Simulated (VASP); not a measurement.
# Ir in VASP: single point with PBE

Aim: the single point of Ir with PBE.

Everything below comes from runs of VASP 6.6.1. Logs are shortened: lines on timing, memory, paths and dates and some standing lists are left out, and cuts for length are marked.

### 1 The cell of the first run

The cell holds a slab with vacuum, 5 atoms: a = 2.715 Å, b = 2.715 Å, c = 23.867 Å, α = 90.00°, β = 90.00°, γ = 120.00°.

### 2 Single point, PBE

Contents of INCAR:

```
PREC     = Accurate       # precision mode
ENCUT    = 520            # plane-wave cutoff, eV
EDIFF    = 1E-6           # SCF threshold, eV
ISMEAR   = -1             # smearing method
SIGMA    = 0.05           # smearing width, eV
LREAL    = F              # projectors in reciprocal space
LASPH    = T              # aspherical terms in the spheres
NELM     = 80             # most SCF steps
ALGO     = Normal         # electronic algorithm
ISIF     = 2              # what is computed and relaxed
LWAVE    = F              # write WAVECAR
LCHARG   = F              # write CHGCAR
LDIPOL   = T            
IDIPOL   = 3            
DIPOL    = 0.5 0.5 0.500
GGA      = PE             # functional
NBANDS   = 30             # bands
```

Contents of KPOINTS:

```
Automatic mesh
0
Gamma
  11 11 1
```

Contents of POSCAR:

```
Ir
1.0
    2.7148657757      0.0000000000      0.0000000000
   -1.3574328878      2.3511427296      0.0000000000
    0.0000000000      0.0000000000     23.8667144941
Ir
5
Direct
    0.6666666667      0.3333333333      0.3142451803
    0.3333333333      0.6666666667      0.4071225902
    0.0000000000      0.0000000000      0.5000000000
    0.6666666667      0.3333333333      0.5928774098
    0.3333333333      0.6666666667      0.6857548197
```

Potentials or basis: VASP PAW PBE potentials, release 64 (Ir).

Launch:

```console
$ cat potpaw_PBE.64/Ir/POTCAR > POTCAR
$ mpirun -np 1 vasp_std > vasp.out
```

OUTCAR:

```text
PREC = Accurate
   ENCUT = 520
   EDIFF = 1E-6
   ISMEAR = -1
   LREAL = F
   LASPH = T
   NELM = 80
   ISIF = 2
   GGA = PE

 ion  position               nearest neighbor table
   1  0.667  0.333  0.314-   2 2.71   2 2.71   2 2.71
   2  0.333  0.667  0.407-   3 2.71   3 2.71   3 2.71   1 2.71   1 2.71   1 2.71
   3  0.000  0.000  0.500-   2 2.71   4 2.71   2 2.71   4 2.71   4 2.71   2 2.71
   4  0.667  0.333  0.593-   3 2.71   3 2.71   3 2.71   5 2.71   5 2.71   5 2.71
   5  0.333  0.667  0.686-   4 2.71   4 2.71   4 2.71

  LATTYP: Found a hexagonal cell.
 ALAT       =     2.7148657757
 C/A-ratio  =     8.7911213540

  Lattice vectors:

 A1 = (   2.7148657757,   0.0000000000,   0.0000000000)
 A2 = (  -1.3574328878,   2.3511427296,   0.0000000000)
 A3 = (   0.0000000000,   0.0000000000,  23.8667144941)

Analysis of symmetry for initial positions (statically):
=====================================================================
 Subroutine PRICEL returns:
 Original cell was already a primitive cell.

 Routine SETGRP: Setting up the symmetry group for a
 hexagonal supercell.

 Subroutine GETGRP returns: Found 12 space group operations
 (whereof 12 operations were pure point group operations)
 out of a pool of 24 trial point group operations.

The static configuration has the point symmetry D_3d.

Analysis of symmetry for dynamics (positions and initial velocities):
=====================================================================
 Subroutine PRICEL returns:
 Original cell was already a primitive cell.

 Routine SETGRP: Setting up the symmetry group for a
 hexagonal supercell.

 Subroutine GETGRP returns: Found 12 space group operations
 (whereof 12 operations were pure point group operations)
 out of a pool of 24 trial point group operations.

The dynamic configuration has the point symmetry D_3d.

 Subroutine INISYM returns: Found 12 space group operations
 (whereof 12 operations are pure point group operations),
 and found     1 'primitive' translations

----------------------------------------------------------------------------------------

                                     Primitive cell

  volume of cell :     152.3421

  direct lattice vectors                    reciprocal lattice vectors
     2.714865776  0.000000000  0.000000000     0.368342335  0.212662546  0.000000000
    -1.357432888  2.351142730  0.000000000     0.000000000  0.425325093  0.000000000
     0.000000000  0.000000000 23.866714494     0.000000000  0.000000000  0.041899357

  length of vectors
     2.714865776  2.714865776 23.866714494     0.425325093  0.425325093  0.041899357

  position of ions in fractional coordinates (direct lattice)
     0.666666667  0.333333333  0.314245180
     0.333333333  0.666666667  0.407122590
     0.000000000  0.000000000  0.500000000
     0.666666667  0.333333333  0.592877410
     0.333333333  0.666666667  0.685754820

  ion indices of the primitive-cell ions
   primitive index   ion index
                 1           1
                 2           2
                 3           3
                 4           4
                 5           5

----------------------------------------------------------------------------------------

 KPOINTS: Automatic mesh

Automatic generation of k-mesh.
 Grid dimensions read from file:
 generate k-points for:   11   11    1

 Generating k-lattice:

  Cartesian coordinates                     Fractional coordinates (reciprocal lattice)
     0.033485667  0.019332959  0.000000000     0.090909091  0.000000000  0.000000000
     0.000000000  0.038665918  0.000000000     0.000000000  0.090909091  0.000000000
     0.000000000  0.000000000  0.041899357     0.000000000  0.000000000  1.000000000

  Length of vectors
     0.038665918  0.038665918  0.041899357

  Shift w.r.t. Gamma in fractional coordinates (k-lattice)
     0.000000000  0.000000000  0.000000000

 Subroutine IBZKPT returns following result:
 ===========================================

 Found     16 irreducible k-points:

 Following reciprocal coordinates:
            Coordinates               Weight
  0.000000  0.000000  0.000000      1.000000
  0.090909  0.000000  0.000000      6.000000
  0.181818  0.000000  0.000000      6.000000
  0.272727  0.000000  0.000000      6.000000
  0.363636  0.000000  0.000000      6.000000
  0.454545  0.000000  0.000000      6.000000
[... 8 lines left out ...]
  0.272727  0.272727  0.000000      6.000000
  0.363636  0.272727  0.000000      6.000000
   k-points           NKPTS =     16   k-points in BZ     NKDIM =     16   number of bands    NBANDS=     30
   number of dos      NEDOS =    301   number of ions     NIONS =      5
   total plane-waves  NPLWV =  72000
   dimension x,y,z NGX =    20 NGY =   20 NGZ =  180
   dimension x,y,z NGXF=    40 NGYF=   40 NGZF=  360
   ions per type =               5
   NGX,Y,Z   is equivalent  to a cutoff of  12.25, 12.25, 12.54 a.u.
   NGXF,Y,Z  is equivalent  to a cutoff of  24.49, 24.49, 25.08 a.u.
 SYSTEM =  unknown system
   PREC   = accura    normal or accurate (medium, high low for compatibility)
   ISTART =      0    job   : 0-new  1-cont  2-samecut
   ICHARG =      2    charge: 1-file 2-atom 10-const
   ISPIN  =      1    spin polarized calculation?
   LNONCOLLINEAR =      F non collinear calculations
   LSORBIT =      F    spin-orbit coupling
   LASPH  =      T    aspherical Exc in radial PAW
   ENCUT  =  520.0 eV  38.22 Ry    6.18 a.u.   5.05  5.05 44.38*2*pi/ulx,y,z
   NELM   =     80;   NELMIN=  2; NELMDL= -5     # of ELM steps
   EDIFF  = 0.1E-05   stopping-criterion for ELM
   LREAL  =      F    real-space projection
   EDIFFG = 0.1E-04   stopping-criterion for IOM
   NSW    =      0    number of steps for IOM
   IBRION =     -1    ionic relax: 0-MD 1-quasi-New 2-CG
   NFREE  =      0    steps in history (QN), initial steepest desc. (CG)
   ISIF   =      2    stress and relaxation
   ISYM   =      2    0-nonsym 1-usesym 2-fastsym
   POTIM  = 0.5000    time-step for ionic-motion
   TEBEG  =    0.0;   TEEND  =   0.0 temperature during run
   PSTRESS=    0.0 pullay stress
   NELECT =      45.0000    total number of electrons
   NUPDOWN=      -1.0000    fix difference up-down
   EMIN   =  10.00;   EMAX   =-10.00  energy-range for DOS
   EFERMI =   0.00;   METHOD = LEGACY
   ISMEAR =    -1;   SIGMA  =   0.05  broadening in eV -4-tet -1-fermi 0-gaus
   EFERMI_NEDOS =   21; number of points for ismear=-14 and -15
   IALGO  =     38    algorithm
   IMIX   =      4    mixing-type and parameters
     AMIX     =   0.40;   BMIX     =  1.00
     AMIX_MAG =   1.60;   BMIX_MAG =  1.00
  volume/ion in A,a.u.               =      30.47       205.61
  Fermi-wavevector in a.u.,A,eV,Ry     =   1.090282  2.060335 16.173459  1.188716
  Thomas-Fermi vector in A             =   2.226504
   LORBIT       =      0    0 simple, 1 ext, 2 COOP (PROOUT), +10 PAW based schemes
   GGA     = PE    functional components
   LHFCALC =     F    Hartree Fock is set to
   AEXX    =    0.0000 exact exchange contribution
   IVDW    =     0    specifies the selected vdW correction
   LEPSILON=     F    determine dielectric tensor
   LRPA    =     F    only Hartree local field effects (RPA)
 non-spin polarized calculation
  energy-cutoff  :      520.00
  volume of cell :      152.34
 maximum number of plane-waves:      4135
   NGX = 11   NGY = 11   NGZ = 89

 dipolmoment           0.000000      0.000000      0.000000 electrons x Angstroem

 number of electron      45.0000002 magnetization

 dipolmoment           0.000000      0.000000     -0.000000 electrons x Angstroem

 Free energy of the ion-electron system (eV)
  ---------------------------------------------------
  ext. energy  EPLUGINS =         0.00000000
  ---------------------------------------------------
  free energy    TOTEN  =       -42.41454677 eV

  energy without entropy =      -42.35722433  energy(sigma->0) =      -42.38588555

 E-fermi :   1.8187     XC(G=0):  -7.3354

 val. band max:        1.8138085790   @ k =   0.0909   0.0909   0.0000
 cond. band min:       1.8245440494   @ k =   0.2727   0.0909   0.0000
 fundamental gap:      0.0107354703
 Fermi energy:         1.8186867047

 k-point     1 :       0.0000    0.0000    0.0000
  band No.  band energies     occupation
      1      -8.8383      2.00000
      2      -7.7385      2.00000
      3      -6.5982      2.00000
      4      -5.9518      2.00000
      5      -5.8674      2.00000
      6      -2.2880      2.00000
[... 22 lines left out ...]
     29       2.1866      0.00127
     30       2.6572      0.00000

 k-point     2 :       0.0909    0.0000    0.0000
  band No.  band energies     occupation
      1      -8.5200      2.00000
      2      -7.4300      2.00000
      3      -6.2831      2.00000
      4      -5.6445      2.00000
      5      -5.5474      2.00000
      6      -2.5843      2.00000
[... 22 lines left out ...]
     29       2.6821      0.00000
     30       3.1801      0.00000

 k-point     3 :       0.1818    0.0000    0.0000
  band No.  band energies     occupation
      1      -7.6520      2.00000
      2      -6.6294      2.00000
      3      -5.5164      2.00000
      4      -4.9086      2.00000
      5      -4.7498      2.00000
      6      -3.3102      2.00000
[... 22 lines left out ...]
     29       2.7987      0.00000
     30       4.4824      0.00000

 k-point     4 :       0.2727    0.0000    0.0000
  band No.  band energies     occupation
      1      -6.5688      2.00000
      2      -5.8031      2.00000
      3      -5.0872      2.00000
      4      -4.5531      2.00000
      5      -4.1812      2.00000
      6      -4.0216      2.00000
[... 22 lines left out ...]
     29       3.6675      0.00000
     30       5.6163      0.00000

 k-point     5 :       0.3636    0.0000    0.0000
  band No.  band energies     occupation
      1      -5.9506      2.00000
      2      -5.5454      2.00000
      3      -5.2022      2.00000
      4      -4.8782      2.00000
      5      -4.5394      2.00000
      6      -4.3162      2.00000
[... 22 lines left out ...]
     29       4.4737      0.00000
     30       6.5753      0.00000
[... 262 lines left out ...]
     29       5.8759      0.00000
     30       7.6673      0.00000

 k-point    14 :       0.3636    0.1818    0.0000
  band No.  band energies     occupation
      1      -5.1007      2.00000
      2      -5.0655      2.00000
      3      -4.5009      2.00000
      4      -4.3171      2.00000
      5      -4.1960      2.00000
      6      -3.7707      2.00000
[... 22 lines left out ...]
     29       7.4019      0.00000
     30       7.9345      0.00000

 k-point    15 :       0.2727    0.2727    0.0000
  band No.  band energies     occupation
      1      -4.6680      2.00000
      2      -4.6586      2.00000
      3      -4.1929      2.00000
      4      -4.0678      2.00000
      5      -3.6053      2.00000
      6      -3.5046      2.00000
[... 22 lines left out ...]
     29       8.1121      0.00000
     30       8.9122      0.00000

 k-point    16 :       0.3636    0.2727    0.0000
  band No.  band energies     occupation
      1      -4.6358      2.00000
      2      -4.4133      2.00000
      3      -4.0729      2.00000
      4      -3.8352      2.00000
      5      -3.8235      2.00000
      6      -3.4646      2.00000
[... 22 lines left out ...]
     29       7.9813      0.00000
     30       8.2995      0.00000

------------------------ aborting loop because EDIFF is reached ----------------------------------------

 vacuum level on the upper side and lower side of the slab       (xc-potential included)        -0.242        -0.242

  FORCE on cell =-STRESS in cart. coord.  units (eV):
  Direction    XX          YY          ZZ          XY          YZ          ZX
  --------------------------------------------------------------------------------------
  -------------------------------------------------------------------------------------
  Total       -0.7626273     -0.7626273      1.1194879     -0.0000000      0.0000000      0.0000000
  in kB       -8.0205275     -8.0205275     11.7736194     -0.0000000      0.0000000      0.0000000
  external PRESSURE =      -1.4224785 kB  Pullay stress =       0.0000000 kB

 VOLUME and BASIS-vectors are now :
 -----------------------------------------------------------------------------
  energy-cutoff  :      520.00
  volume of cell :      152.34
      direct lattice vectors                 reciprocal lattice vectors
     2.714865776  0.000000000  0.000000000     0.368342335  0.212662546  0.000000000
    -1.357432888  2.351142730  0.000000000     0.000000000  0.425325093  0.000000000
     0.000000000  0.000000000 23.866714494     0.000000000  0.000000000  0.041899357

 POSITION                                       TOTAL-FORCE (eV/Angst)
 -----------------------------------------------------------------------------------
      1.35743      0.78371      7.50000         0.000000     -0.000000      0.015395
     -0.00000      1.56743      9.71668        -0.000000      0.000000     -0.293791
      0.00000      0.00000     11.93336         0.000000      0.000000      0.000000
      1.35743      0.78371     14.15004         0.000000     -0.000000      0.293791
     -0.00000      1.56743     16.36671        -0.000000      0.000000     -0.015395
 -----------------------------------------------------------------------------------
    total drift:                               -0.000000      0.000000     -0.000000

  FREE ENERGIE OF THE ION-ELECTRON SYSTEM (eV)
  ---------------------------------------------------
  free  energy   TOTEN  =       -42.4145467715 eV

  energy  without entropy=      -42.3572243279  energy(sigma->0) =      -42.38588555

 vacuum level on the upper side and lower side of the slab         7.117         7.117
```

It took 94 s on 1 thread of AMD EPYC 9R14 (Zen 4), shared host; peak memory 0.24 GiB.

What came out:

```yaml
Free_energy: -42.4145 eV
Largest_force: 0.294 eV/Å
```

Forces in eV/Å, atoms in the order of the input:
```
Ir   0.000  0.000  0.015
Ir   0.000  0.000 -0.294
Ir   0.000  0.000  0.000
Ir   0.000  0.000  0.294
Ir   0.000  0.000 -0.015
```

Caveat: spin-orbit coupling is left out, which moves the levels of the heavy elements.
